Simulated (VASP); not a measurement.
# CaZn3 (Fm-3m) in VASP: a series of runs, part 2 of 2

VASP 6.6.1.

## 3. Single point, LDA

The input, INCAR:

```
SYSTEM = CaZn3
  ALGO = Normal
  EDIFF = 1E-6
  ENCUT = 520
  GGA = CA
  ISIF = 2
  ISMEAR = 1
  LASPH = .True.
  LCHARG = .False.
  LREAL = .False.
  LWAVE = .False.
  NBANDS = 31
  NELM = 60
  PREC = Accurate
  SIGMA = 0.1
```

The input, KPOINTS:

```
k-points
0
Gamma
  7 7 7
  0 0 0
```

The input, POSCAR:

```
CaZn3
1.0
    0.0000000000      3.3561500000      3.3561500000
    3.3561500000      0.0000000000      3.3561500000
    3.3561500000      3.3561500000      0.0000000000
Ca Zn
1 3
Direct
    0.5000000000      0.5000000000      0.5000000000
    0.0000000000      0.0000000000      0.0000000000
    0.2500000000      0.2500000000      0.2500000000
    0.7500000000      0.7500000000      0.7500000000
```

Potentials or basis: VASP PAW LDA potentials, release 64 (Ca_sv, Zn).

Run with:

```
cat potpaw_LDA.64/Ca_sv/POTCAR potpaw_LDA.64/Zn/POTCAR > POTCAR
mpirun -np 1 vasp_std > vasp.out
```

OUTCAR:

```text
SYSTEM = CaZn3
   EDIFF = 1E-6
   ENCUT = 520
   GGA = CA
   ISIF = 2
   ISMEAR = 1
   LASPH = .True.
   LREAL = .False.
   NELM = 60
   PREC = Accurate

 ion  position               nearest neighbor table
   1  0.500  0.500  0.500-   3 2.91   3 2.91   3 2.91   3 2.91   4 2.91   4 2.91   4 2.91   4 2.91

   2  0.000  0.000  0.000-   4 2.91   4 2.91   4 2.91   3 2.91   4 2.91   3 2.91   3 2.91   3 2.91

   3  0.250  0.250  0.250-   2 2.91   2 2.91   2 2.91   1 2.91   2 2.91   1 2.91   1 2.91   1 2.91

   4  0.750  0.750  0.750-   1 2.91   1 2.91   1 2.91   1 2.91   2 2.91   2 2.91   2 2.91   2 2.91

  LATTYP: Found a face centered cubic cell.
 ALAT       =     6.7123000000

  Lattice vectors:

 A1 = (   0.0000000000,   3.3561500000,   3.3561500000)
 A2 = (   3.3561500000,   0.0000000000,   3.3561500000)
 A3 = (   3.3561500000,   3.3561500000,   0.0000000000)

Analysis of symmetry for initial positions (statically):
=====================================================================
 Subroutine PRICEL returns:
 Original cell was already a primitive cell.

 Routine SETGRP: Setting up the symmetry group for a
 face centered cubic supercell.

 Subroutine GETGRP returns: Found 48 space group operations
 (whereof 48 operations were pure point group operations)
 out of a pool of 48 trial point group operations.

The static configuration has the point symmetry O_h .

Analysis of symmetry for dynamics (positions and initial velocities):
=====================================================================
 Subroutine PRICEL returns:
 Original cell was already a primitive cell.

 Routine SETGRP: Setting up the symmetry group for a
 face centered cubic supercell.

 Subroutine GETGRP returns: Found 48 space group operations
 (whereof 48 operations were pure point group operations)
 out of a pool of 48 trial point group operations.

The dynamic configuration has the point symmetry O_h .

 Subroutine INISYM returns: Found 48 space group operations
 (whereof 48 operations are pure point group operations),
 and found     1 'primitive' translations

----------------------------------------------------------------------------------------

                                     Primitive cell

  volume of cell :      75.6056

  direct lattice vectors                    reciprocal lattice vectors
     0.000000000  3.356150000  3.356150000    -0.148980230  0.148980230  0.148980230
     3.356150000  0.000000000  3.356150000     0.148980230 -0.148980230  0.148980230
     3.356150000  3.356150000  0.000000000     0.148980230  0.148980230 -0.148980230

  length of vectors
     4.746312847  4.746312847  4.746312847     0.258041328  0.258041328  0.258041328

  position of ions in fractional coordinates (direct lattice)
     0.500000000  0.500000000  0.500000000
     0.000000000  0.000000000  0.000000000
     0.250000000  0.250000000  0.250000000
     0.750000000  0.750000000  0.750000000

  ion indices of the primitive-cell ions
   primitive index   ion index
                 1           1
                 2           2
                 3           3
                 4           4

----------------------------------------------------------------------------------------

 KPOINTS: k-points

Automatic generation of k-mesh.
 Grid dimensions read from file:
 generate k-points for:    7    7    7

 Generating k-lattice:

  Cartesian coordinates                     Fractional coordinates (reciprocal lattice)
    -0.021282890  0.021282890  0.021282890     0.142857143  0.000000000  0.000000000
     0.021282890 -0.021282890  0.021282890     0.000000000  0.142857143  0.000000000
     0.021282890  0.021282890 -0.021282890     0.000000000  0.000000000  0.142857143

  Length of vectors
     0.036863047  0.036863047  0.036863047

  Shift w.r.t. Gamma in fractional coordinates (k-lattice)
     0.000000000  0.000000000  0.000000000

 Subroutine IBZKPT returns following result:
 ===========================================

 Found     20 irreducible k-points:

 Following reciprocal coordinates:
            Coordinates               Weight
  0.000000  0.000000  0.000000      1.000000
  0.142857  0.000000  0.000000      8.000000
  0.285714  0.000000  0.000000      8.000000
  0.428571  0.000000  0.000000      8.000000
  0.142857  0.142857  0.000000      6.000000
  0.285714  0.142857  0.000000     24.000000
[... 12 lines left out ...]
 -0.428571  0.428571  0.142857     24.000000
 -0.285714  0.428571  0.142857     24.000000
   k-points           NKPTS =     20   k-points in BZ     NKDIM =     20   number of bands    NBANDS=     31
   number of dos      NEDOS =    301   number of ions     NIONS =      4
   total plane-waves  NPLWV =  46656
   dimension x,y,z NGX =    36 NGY =   36 NGZ =   36
   dimension x,y,z NGXF=    72 NGYF=   72 NGZF=   72
   ions per type =               1   3
   NGX,Y,Z   is equivalent  to a cutoff of  12.61, 12.61, 12.61 a.u.
   NGXF,Y,Z  is equivalent  to a cutoff of  25.22, 25.22, 25.22 a.u.
 SYSTEM =  CaZn3
   PREC   = accura    normal or accurate (medium, high low for compatibility)
   ISTART =      0    job   : 0-new  1-cont  2-samecut
   ICHARG =      2    charge: 1-file 2-atom 10-const
   ISPIN  =      1    spin polarized calculation?
   LNONCOLLINEAR =      F non collinear calculations
   LSORBIT =      F    spin-orbit coupling
   LASPH  =      T    aspherical Exc in radial PAW
   ENCUT  =  520.0 eV  38.22 Ry    6.18 a.u.   8.82  8.82  8.82*2*pi/ulx,y,z
   NELM   =     60;   NELMIN=  2; NELMDL= -5     # of ELM steps
   EDIFF  = 0.1E-05   stopping-criterion for ELM
   LREAL  =      F    real-space projection
   EDIFFG = 0.1E-04   stopping-criterion for IOM
   NSW    =      0    number of steps for IOM
   IBRION =     -1    ionic relax: 0-MD 1-quasi-New 2-CG
   NFREE  =      0    steps in history (QN), initial steepest desc. (CG)
   ISIF   =      2    stress and relaxation
   ISYM   =      2    0-nonsym 1-usesym 2-fastsym
   POTIM  = 0.5000    time-step for ionic-motion
   TEBEG  =    0.0;   TEEND  =   0.0 temperature during run
   PSTRESS=    0.0 pullay stress
   NELECT =      46.0000    total number of electrons
   NUPDOWN=      -1.0000    fix difference up-down
   EMIN   =  10.00;   EMAX   =-10.00  energy-range for DOS
   EFERMI =   0.00;   METHOD = LEGACY
   ISMEAR =     1;   SIGMA  =   0.10  broadening in eV -4-tet -1-fermi 0-gaus
   EFERMI_NEDOS =   21; number of points for ismear=-14 and -15
   IALGO  =     38    algorithm
   IMIX   =      4    mixing-type and parameters
     AMIX     =   0.40;   BMIX     =  1.00
     AMIX_MAG =   1.60;   BMIX_MAG =  1.00
  volume/ion in A,a.u.               =      18.90       127.55
  Fermi-wavevector in a.u.,A,eV,Ry     =   1.387212  2.621450 26.182457  1.924356
  Thomas-Fermi vector in A             =   2.511454
   LORBIT       =      0    0 simple, 1 ext, 2 COOP (PROOUT), +10 PAW based schemes
   GGA     = CA    functional components
   LHFCALC =     F    Hartree Fock is set to
   AEXX    =    0.0000 exact exchange contribution
   IVDW    =     0    specifies the selected vdW correction
   LEPSILON=     F    determine dielectric tensor
   LRPA    =     F    only Hartree local field effects (RPA)
 non-spin polarized calculation
 Methfessel and Paxton  Order N= 1 SIGMA  =   0.10
  energy-cutoff  :      520.00
  volume of cell :       75.61
 maximum number of plane-waves:      2085
   NGX = 17   NGY = 17   NGZ = 17

 number of electron      45.9999958 magnetization

 Free energy of the ion-electron system (eV)
  ---------------------------------------------------
  ext. energy  EPLUGINS =         0.00000000
  ---------------------------------------------------
  free energy    TOTEN  =        -8.34791266 eV

  energy without entropy =       -8.34634901  energy(sigma->0) =       -8.34739144

 E-fermi :   2.5119     XC(G=0): -10.8640

 val. band max:        2.4808636563   @ k =  -0.4286   0.2857   0.0000
 cond. band min:       2.5359568471   @ k =   0.2857   0.0000   0.0000
 fundamental gap:      0.0550931908
 Fermi energy:         2.5119311279

 k-point     1 :       0.0000    0.0000    0.0000
  band No.  band energies     occupation
      1     -37.5569      2.00000
      2     -18.9417      2.00000
      3     -18.9417      2.00000
      4     -18.9417      2.00000
      5      -5.5808      2.00000
      6      -5.0066      2.00000
[... 669 lines left out ...]
     30       8.7688      0.00000
     31       9.2482      0.00000

------------------------ aborting loop because EDIFF is reached ----------------------------------------

  FORCE on cell =-STRESS in cart. coord.  units (eV):
  Direction    XX          YY          ZZ          XY          YZ          ZX
  --------------------------------------------------------------------------------------
  -------------------------------------------------------------------------------------
  Total       -2.7329300     -2.7329300     -2.7329300     -0.0000000     -0.0000000      0.0000000
  in kB      -57.9141917    -57.9141917    -57.9141917     -0.0000000     -0.0000000      0.0000000
  external PRESSURE =     -57.9141917 kB  Pullay stress =       0.0000000 kB

 VOLUME and BASIS-vectors are now :
 -----------------------------------------------------------------------------
  energy-cutoff  :      520.00
  volume of cell :       75.61
      direct lattice vectors                 reciprocal lattice vectors
     0.000000000  3.356150000  3.356150000    -0.148980230  0.148980230  0.148980230
     3.356150000  0.000000000  3.356150000     0.148980230 -0.148980230  0.148980230
     3.356150000  3.356150000  0.000000000     0.148980230  0.148980230 -0.148980230

 POSITION                                       TOTAL-FORCE (eV/Angst)
 -----------------------------------------------------------------------------------
      3.35615      3.35615      3.35615         0.000000      0.000000      0.000000
      0.00000      0.00000      0.00000         0.000000      0.000000      0.000000
      1.67807      1.67807      1.67807        -0.000000     -0.000000      0.000000
      5.03423      5.03423      5.03423         0.000000      0.000000     -0.000000
 -----------------------------------------------------------------------------------
    total drift:                                0.000000      0.000000      0.000000

  FREE ENERGIE OF THE ION-ELECTRON SYSTEM (eV)
  ---------------------------------------------------
  free  energy   TOTEN  =        -8.3479126617 eV

  energy  without entropy=       -8.3463490058  energy(sigma->0) =       -8.34739144
```

stdout:

```text
POSCAR found type information on POSCAR CaZn
 POSCAR found :  2 types and       4 ions
 scaLAPACK will be used
 LDA part: xc-table for (Slater(with rela. corr.)+CA(PZ))
 , standard interpolation
 POSCAR, INCAR and KPOINTS ok, starting setup
 FFT: planning ... GRIDC
 FFT: planning ... GRID_SOFT
 FFT: planning ... GRID
 WAVECAR not read
 entering main loop
```

Run time: 48 s. Hardware: 1 thread of Intel Xeon 8259CL, shared host; peak memory 0.2 GiB.

Results:

| Quantity | Value |
| --- | --- |
| Free energy | -8.3479 eV |
| Pressure | -5.8 GPa |
| Band gap on the k mesh | zero (bands 23 and 24 overlap by 1.64 eV) |

Caveat: the cell stands under tension.
